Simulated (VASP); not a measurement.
Write the native input for VASP 6.6.1 that does the following.

```
Task                   : single point
Functional             : PBE
Potentials or basis    : VASP PAW PBE potentials, release 64 (Sr_sv, Os)
Cutoff                 : 520 eV
k mesh                 : 10 × 10 × 10
Occupations            : gaussian, width 0.05 eV
Spin                   : no spin polarisation
Dipole correction      : no
Further INCAR settings : ALGO = Fast; EDIFF = 1e-06; NBANDS = 16
```

The structure of SrOs lies in POSCAR:

```
SrOs
1.0
    3.7165874855      0.0000000000      0.0000000000
    0.0000000000      3.7165874855      0.0000000000
    0.0000000000      0.0000000000      3.7165874855
Sr Os
1 1
Direct
    0.0000000000      0.0000000000      0.0000000000
    0.5000000000      0.5000000000      0.5000000000
```

These files were run (other wordings do the same):

INCAR

```
  PREC = Accurate
  ENCUT = 520
  EDIFF = 1E-6
  ISMEAR = 0
  SIGMA = 0.05
  LREAL = False
  LASPH = True
  NELM = 60
  ALGO = Fast
  ISIF = 2
  LWAVE = False
  LCHARG = False
  GGA = PE
  NBANDS = 16
```

KPOINTS

```
regular mesh
0
Gamma
  10 10 10
```

Potentials or basis: VASP PAW PBE potentials, release 64 (Sr_sv, Os).

The run is started by

```sh
$ cat potpaw_PBE.64/Sr_sv/POTCAR potpaw_PBE.64/Os/POTCAR > POTCAR
$ mpirun -np 1 vasp_std > vasp.out
```

It gave:

```
Pressure               : -4.7 GPa
Band gap on the k mesh : zero (bands 9 and 10 overlap by 1.45 eV)
```

Caveat: the cell stands under tension; spin-orbit coupling is left out, which moves the levels of the heavy elements.

Wall time 73 s on 1 thread of Intel Xeon 8259CL, with other jobs on the host, peak memory 0.19 GiB.
